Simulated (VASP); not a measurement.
# IrRh2 (P6_3/mmc) in VASP: single point with PBE

Aim: the single point of IrRh2 with PBE.

Program: VASP 6.6.1. These are calculated values, not measurements. Logs are shortened: lines on timing, memory, paths and dates and some standing lists are left out, and cuts for length are marked.

**1. The cell of the first run**

It takes space group P6_3/mmc (No. 194, hexagonal). The conventional cell has a = 2.736 Å, b = 2.736 Å, c = 13.233 Å, α = 90.00°, β = 90.00°, γ = 120.00°. Within 3.6 Å of Ir (site symmetry -6m2) lie 6 Rh at 2.71 Å and 6 Ir at 2.74 Å. Within 3.6 Å of Rh (site symmetry 3m) lie 3 Ir at 2.71 Å and 9 Rh at 2.72 to 2.74 Å.

**2. Single point, PBE**

INCAR

```
SYSTEM = IrRh2
PREC = Accurate
ENCUT = 500
EDIFF = 1E-6
ISMEAR = -1
SIGMA = 0.15
LREAL = .FALSE.
LASPH = .TRUE.
NELM = 120
ALGO = Normal
ISIF = 2
LWAVE = .FALSE.
LCHARG = .TRUE.
GGA = PE
LELF = .TRUE.
LVHAR = .TRUE.
NBANDS = 48
GGA_COMPAT = .FALSE.
```

KPOINTS

```
Automatic mesh
0
G
  18 18 4
  0 0 0
```

POSCAR

```
IrRh2
1.0
    2.7358454063      0.0000000000      0.0000000000
   -1.3679227032      2.3693116227      0.0000000000
    0.0000000000      0.0000000000     13.2326106896
Ir Rh
2 4
Direct
    0.3333333333      0.6666666667      0.2500000000
    0.6666666667      0.3333333333      0.7500000000
    0.3333333333      0.6666666667      0.9161171681
    0.3333333333      0.6666666667      0.5838828319
    0.6666666667      0.3333333333      0.0838828319
    0.6666666667      0.3333333333      0.4161171681
```

Potentials or basis: VASP PAW PBE potentials, release 64 (Ir, Rh_pv).

Run with:

```console
> cat potpaw_PBE.64/Ir/POTCAR potpaw_PBE.64/Rh_pv/POTCAR > POTCAR
> mpirun -np 1 vasp_std > vasp.out
```

OUTCAR:

```text
SYSTEM = IrRh2
   PREC = Accurate
   ENCUT = 500
   EDIFF = 1E-6
   ISMEAR = -1
   LREAL = .FALSE.
   LASPH = .TRUE.
   NELM = 120
   ISIF = 2
   GGA = PE

 ion  position               nearest neighbor table
   1  0.333  0.667  0.250-   5 2.71   6 2.71   5 2.71   6 2.71   5 2.71   6 2.71
   2  0.667  0.333  0.750-   3 2.71   4 2.71   3 2.71   4 2.71   3 2.71   4 2.71
   3  0.333  0.667  0.916-   2 2.71   2 2.71   2 2.71   5 2.72   5 2.72   5 2.72
   4  0.333  0.667  0.584-   2 2.71   2 2.71   2 2.71   6 2.72   6 2.72   6 2.72
   5  0.667  0.333  0.084-   1 2.71   1 2.71   1 2.71   3 2.72   3 2.72   3 2.72
   6  0.667  0.333  0.416-   1 2.71   1 2.71   1 2.71   4 2.72   4 2.72   4 2.72

  LATTYP: Found a hexagonal cell.
 ALAT       =     2.7358454063
 C/A-ratio  =     4.8367538089

  Lattice vectors:

 A1 = (   2.7358454063,   0.0000000000,   0.0000000000)
 A2 = (  -1.3679227032,   2.3693116227,   0.0000000000)
 A3 = (   0.0000000000,   0.0000000000,  13.2326106896)

Analysis of symmetry for initial positions (statically):
=====================================================================
 Subroutine PRICEL returns:
 Original cell was already a primitive cell.

 Routine SETGRP: Setting up the symmetry group for a
 hexagonal supercell.

 Subroutine GETGRP returns: Found 24 space group operations
 (whereof 12 operations were pure point group operations)
 out of a pool of 24 trial point group operations.

The static configuration has the point symmetry D_3d.
 The point group associated with its full space group is D_6h.

Analysis of symmetry for dynamics (positions and initial velocities):
=====================================================================
 Subroutine PRICEL returns:
 Original cell was already a primitive cell.

 Routine SETGRP: Setting up the symmetry group for a
 hexagonal supercell.

 Subroutine GETGRP returns: Found 24 space group operations
 (whereof 12 operations were pure point group operations)
 out of a pool of 24 trial point group operations.

The dynamic configuration has the point symmetry D_3d.
 The point group associated with its full space group is D_6h.

 Subroutine INISYM returns: Found 24 space group operations
 (whereof 12 operations are pure point group operations),
 and found     1 'primitive' translations

----------------------------------------------------------------------------------------

                                     Primitive cell

  volume of cell :      85.7747

  direct lattice vectors                    reciprocal lattice vectors
     2.735845406  0.000000000  0.000000000     0.365517729  0.211031759  0.000000000
    -1.367922703  2.369311623  0.000000000     0.000000000  0.422063519  0.000000000
     0.000000000  0.000000000 13.232610690     0.000000000  0.000000000  0.075570877

  length of vectors
     2.735845406  2.735845406 13.232610690     0.422063519  0.422063519  0.075570877

  position of ions in fractional coordinates (direct lattice)
     0.333333333  0.666666667  0.250000000
     0.666666667  0.333333333  0.750000000
     0.333333333  0.666666667  0.916117168
     0.333333333  0.666666667  0.583882832
     0.666666667  0.333333333  0.083882832
     0.666666667  0.333333333  0.416117168

  ion indices of the primitive-cell ions
   primitive index   ion index
                 1           1
                 2           2
                 3           3
                 4           4
                 5           5
                 6           6

----------------------------------------------------------------------------------------

 KPOINTS: Automatic mesh

Automatic generation of k-mesh.
 Grid dimensions read from file:
 generate k-points for:   18   18    4

 Generating k-lattice:

  Cartesian coordinates                     Fractional coordinates (reciprocal lattice)
     0.020306541  0.011723987  0.000000000     0.055555556 -0.000000000  0.000000000
     0.000000000  0.023447973  0.000000000     0.000000000  0.055555556  0.000000000
     0.000000000  0.000000000  0.018892719     0.000000000  0.000000000  0.250000000

  Length of vectors
     0.023447973  0.023447973  0.018892719

  Shift w.r.t. Gamma in fractional coordinates (k-lattice)
     0.000000000  0.000000000  0.000000000

 Subroutine IBZKPT returns following result:
 ===========================================

 Found    111 irreducible k-points:

 Following reciprocal coordinates:
            Coordinates               Weight
  0.000000  0.000000  0.000000      1.000000
  0.055556  0.000000  0.000000      6.000000
  0.111111  0.000000  0.000000      6.000000
  0.166667 -0.000000  0.000000      6.000000
  0.222222  0.000000  0.000000      6.000000
  0.277778  0.000000  0.000000      6.000000
[... 16 lines left out ...]
  0.333333  0.111111  0.000000     12.000000
  0.388889  0.111111  0.000000     12.000000
 [... further k-points ...]
   k-points           NKPTS =    111   k-points in BZ     NKDIM =    111   number of bands    NBANDS=     48
   number of dos      NEDOS =    301   number of ions     NIONS =      6
   total plane-waves  NPLWV =  39200
   dimension x,y,z NGX =    20 NGY =   20 NGZ =   98
   dimension x,y,z NGXF=    40 NGYF=   40 NGZF=  196
   ions per type =               2   4
   NGX,Y,Z   is equivalent  to a cutoff of  12.15, 12.15, 12.31 a.u.
   NGXF,Y,Z  is equivalent  to a cutoff of  24.31, 24.31, 24.62 a.u.
 SYSTEM =  IrRh2
   PREC   = accura    normal or accurate (medium, high low for compatibility)
   ISTART =      0    job   : 0-new  1-cont  2-samecut
   ICHARG =      2    charge: 1-file 2-atom 10-const
   ISPIN  =      1    spin polarized calculation?
   LNONCOLLINEAR =      F non collinear calculations
   LSORBIT =      F    spin-orbit coupling
   LASPH  =      T    aspherical Exc in radial PAW
   ENCUT  =  500.0 eV  36.75 Ry    6.06 a.u.   4.99  4.99 24.13*2*pi/ulx,y,z
   NELM   =    120;   NELMIN=  2; NELMDL= -5     # of ELM steps
   EDIFF  = 0.1E-05   stopping-criterion for ELM
   LREAL  =      F    real-space projection
   EDIFFG = 0.1E-04   stopping-criterion for IOM
   NSW    =      0    number of steps for IOM
   IBRION =     -1    ionic relax: 0-MD 1-quasi-New 2-CG
   NFREE  =      0    steps in history (QN), initial steepest desc. (CG)
   ISIF   =      2    stress and relaxation
   ISYM   =      2    0-nonsym 1-usesym 2-fastsym
   POTIM  = 0.5000    time-step for ionic-motion
   TEBEG  =    0.0;   TEEND  =   0.0 temperature during run
   PSTRESS=    0.0 pullay stress
   NELECT =      78.0000    total number of electrons
   NUPDOWN=      -1.0000    fix difference up-down
   EMIN   =  10.00;   EMAX   =-10.00  energy-range for DOS
   EFERMI =   0.00;   METHOD = LEGACY
   ISMEAR =    -1;   SIGMA  =   0.15  broadening in eV -4-tet -1-fermi 0-gaus
   EFERMI_NEDOS =   21; number of points for ismear=-14 and -15
   IALGO  =     38    algorithm
   IMIX   =      4    mixing-type and parameters
     AMIX     =   0.40;   BMIX     =  1.00
     AMIX_MAG =   1.60;   BMIX_MAG =  1.00
  volume/ion in A,a.u.               =      14.30        96.47
  Fermi-wavevector in a.u.,A,eV,Ry     =   1.586061  2.997221 34.226682  2.515590
  Thomas-Fermi vector in A             =   2.685430
   LORBIT       =      0    0 simple, 1 ext, 2 COOP (PROOUT), +10 PAW based schemes
   GGA     = PE    functional components
   LHFCALC =     F    Hartree Fock is set to
   AEXX    =    0.0000 exact exchange contribution
   IVDW    =     0    specifies the selected vdW correction
   LEPSILON=     F    determine dielectric tensor
   LRPA    =     F    only Hartree local field effects (RPA)
 non-spin polarized calculation
  energy-cutoff  :      500.00
  volume of cell :       85.77
 maximum number of plane-waves:      2223
 NGX is ok and might be reduce to    20
   NGX =  9   NGY =  9   NGZ = 49

 number of electron      78.0000001 magnetization

 Free energy of the ion-electron system (eV)
  ---------------------------------------------------
  ext. energy  EPLUGINS =         0.00000000
  ---------------------------------------------------
  free energy    TOTEN  =       -46.89898601 eV

  energy without entropy =      -46.22825696  energy(sigma->0) =      -46.56362149

 E-fermi :  10.9366     XC(G=0): -13.8316

 val. band max:       10.9356010735   @ k =   0.3889   0.0556   0.5000
 cond. band min:      10.9369544239   @ k =   0.1111   0.0556   0.5000
 fundamental gap:      0.0013533505
 Fermi energy:        10.9366254348

 k-point     1 :       0.0000    0.0000    0.0000
  band No.  band energies     occupation
      1     -36.0160      2.00000
      2     -36.0110      2.00000
      3     -35.6997      2.00000
      4     -35.6944      2.00000
      5     -35.5545      2.00000
      6     -35.5545      2.00000
[... 40 lines left out ...]
     47      11.1681      0.35222
     48      11.2654      0.20095

 k-point     2 :       0.0556    0.0000    0.0000
  band No.  band energies     occupation
      1     -36.0123      2.00000
      2     -36.0075      2.00000
      3     -35.7018      2.00000
      4     -35.6966      2.00000
      5     -35.5668      2.00000
      6     -35.5667      2.00000
[... 40 lines left out ...]
     47      11.3235      0.14100
     48      12.3848      0.00013

 k-point     3 :       0.1111    0.0000    0.0000
  band No.  band energies     occupation
      1     -36.0017      2.00000
      2     -35.9976      2.00000
      3     -35.7103      2.00000
      4     -35.7056      2.00000
      5     -35.6000      2.00000
      6     -35.5999      2.00000
[... 40 lines left out ...]
     47      11.8330      0.00507
     48      13.6400      0.00000

 k-point     4 :       0.1667   -0.0000    0.0000
  band No.  band energies     occupation
      1     -35.9858      2.00000
      2     -35.9827      2.00000
      3     -35.7350      2.00000
      4     -35.7311      2.00000
      5     -35.6407      2.00000
      6     -35.6405      2.00000
[... 958 lines left out ...]
     47      14.5561      0.00000
     48      19.0818      0.00000

 k-point    23 :       0.3333    0.1111    0.0000
  band No.  band energies     occupation
      1     -35.9881      2.00000
      2     -35.9873      2.00000
      3     -35.9659      2.00000
      4     -35.9656      2.00000
      5     -35.8114      2.00000
      6     -35.8102      2.00000
[... 40 lines left out ...]
     47      15.1202      0.00000
     48      18.6235      0.00000

 k-point    24 :       0.3889    0.1111    0.0000
  band No.  band energies     occupation
      1     -36.0190      2.00000
      2     -36.0174      2.00000
      3     -35.9912      2.00000
      4     -35.9910      2.00000
      5     -35.8009      2.00000
      6     -35.8004      2.00000
[... 40 lines left out ...]
     47      15.4109      0.00000
     48      16.9519      0.00000

 [... further k-points ...]

------------------------ aborting loop because EDIFF is reached ----------------------------------------

  FORCE on cell =-STRESS in cart. coord.  units (eV):
  Direction    XX          YY          ZZ          XY          YZ          ZX
  --------------------------------------------------------------------------------------
  -------------------------------------------------------------------------------------
  Total        0.1100325      0.1100325      0.1221679     -0.0000000     -0.0000000      0.0000000
  in kB        2.0552867      2.0552867      2.2819628     -0.0000000     -0.0000000      0.0000000
  external PRESSURE =       2.1308454 kB  Pullay stress =       0.0000000 kB

 VOLUME and BASIS-vectors are now :
 -----------------------------------------------------------------------------
  energy-cutoff  :      500.00
  volume of cell :       85.77
      direct lattice vectors                 reciprocal lattice vectors
     2.735845406  0.000000000  0.000000000     0.365517729  0.211031759  0.000000000
    -1.367922703  2.369311623  0.000000000     0.000000000  0.422063519  0.000000000
     0.000000000  0.000000000 13.232610690     0.000000000  0.000000000  0.075570877

 POSITION                                       TOTAL-FORCE (eV/Angst)
 -----------------------------------------------------------------------------------
     -0.00000      1.57954      3.30815        -0.000000     -0.000000     -0.000000
      1.36792      0.78977      9.92446        -0.000000      0.000000     -0.000000
     -0.00000      1.57954     12.12262        -0.000000     -0.000000      0.022373
     -0.00000      1.57954      7.72629        -0.000000     -0.000000     -0.022373
      1.36792      0.78977      1.10999         0.000000      0.000000     -0.022373
      1.36792      0.78977      5.50632        -0.000000      0.000000      0.022373
 -----------------------------------------------------------------------------------
    total drift:                               -0.000000      0.000000     -0.000000

  FREE ENERGIE OF THE ION-ELECTRON SYSTEM (eV)
  ---------------------------------------------------
  free  energy   TOTEN  =       -46.8989860073 eV

  energy  without entropy=      -46.2282569641  energy(sigma->0) =      -46.56362149
```

It took 4.4 min on 1 thread of Oxide Virtual Turin-like, shared host; peak memory 0.4 GiB.

Results:

- Free energy: -46.8990 eV
- Pressure: 0.2 GPa
- Largest force: 0.022 eV/Å
- Band gap on the k mesh: zero (bands 39 and 40 overlap by 2.21 eV)

Forces on the atoms (eV/Å):
```
Ir   0.000  0.000  0.000
Ir   0.000  0.000  0.000
Rh   0.000  0.000  0.022
Rh   0.000  0.000 -0.022
Rh   0.000  0.000 -0.022
Rh   0.000  0.000  0.022
```

Caveat: the highest band is partly filled, so the run has too few bands; spin-orbit coupling is left out, which moves the levels of the heavy elements.
